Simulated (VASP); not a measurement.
Wanted: the native input for a VASP 6.6.1 run.

* Task: single point
* Functional: PBEsol
* Dispersion: D3(BJ)
* Potentials or basis: VASP PAW PBE potentials, release 64 (Cd, H, O)
* Cutoff: 520 eV
* k mesh: 6 × 6 × 4
* Occupations: gaussian, width 0.01 eV
* Spin: no spin polarisation
* Dipole correction: no
* Further INCAR settings: ALGO = Normal; EDIFF = 1e-07; NBANDS = 21

The structure of CdH2O2 lies in POSCAR:

```
CdH2O2
1.0
    3.9396019557      0.0000000000      0.0000000000
   -1.9698009779      3.4117949661      0.0000000000
    0.0000000000      0.0000000000      4.5568051198
Cd H O
1 2 2
Direct
    0.3333333333      0.6666666667      0.9873000000
    0.0000000000      0.0000000000      0.0080770000
    0.6666666667      0.3333333333      0.4318850000
    0.0000000000      0.0000000000      0.7861940000
    0.6666666667      0.3333333333      0.2118940000
```

These files were run (other wordings do the same):

INCAR

```
ALGO     = Normal         # electronic algorithm
EDIFF    = 1E-7           # SCF threshold, eV
ENCUT    = 520            # plane-wave cutoff, eV
GGA      = PS             # functional
ISIF     = 2              # what is computed and relaxed
ISMEAR   = 0              # smearing method
IVDW     = 12             # dispersion correction
LASPH    = True           # aspherical terms in the spheres
LCHARG   = True           # write CHGCAR
LELF     = True           # ELF
LREAL    = False          # projectors in reciprocal space
LVHAR    = True         
LWAVE    = False          # write WAVECAR
NBANDS   = 21             # bands
NELM     = 80             # most SCF steps
PREC     = Accurate       # precision mode
SIGMA    = 0.01           # smearing width, eV
```

KPOINTS

```
k-points
0
Gamma
  6 6 4
```

Potentials or basis: VASP PAW PBE potentials, release 64 (Cd, H, O).

The run is started by

```console
$ cat potpaw_PBE.64/Cd/POTCAR potpaw_PBE.64/H/POTCAR potpaw_PBE.64/O/POTCAR > POTCAR
$ mpirun -np 1 vasp_std > vasp.out
```

Results of the run:

```json
{
  "Pressure": "-10.0 GPa",
  "Largest force": "1.389 eV/Å",
  "Band gap on the k mesh": "0.94 eV, indirect (least direct gap 1.46 eV)",
  "Dispersion energy per atom": "-0.080 eV"
}
```

Caveat: the PAW data sets were made with another functional, which shifts forces and pressure a little.

It took 25 s on 1 thread of Intel(R) Xeon(R) Platinum 8375C CPU @ 2.90GHz (Ice Lake), on a shared host, peak memory 0.2 GiB.
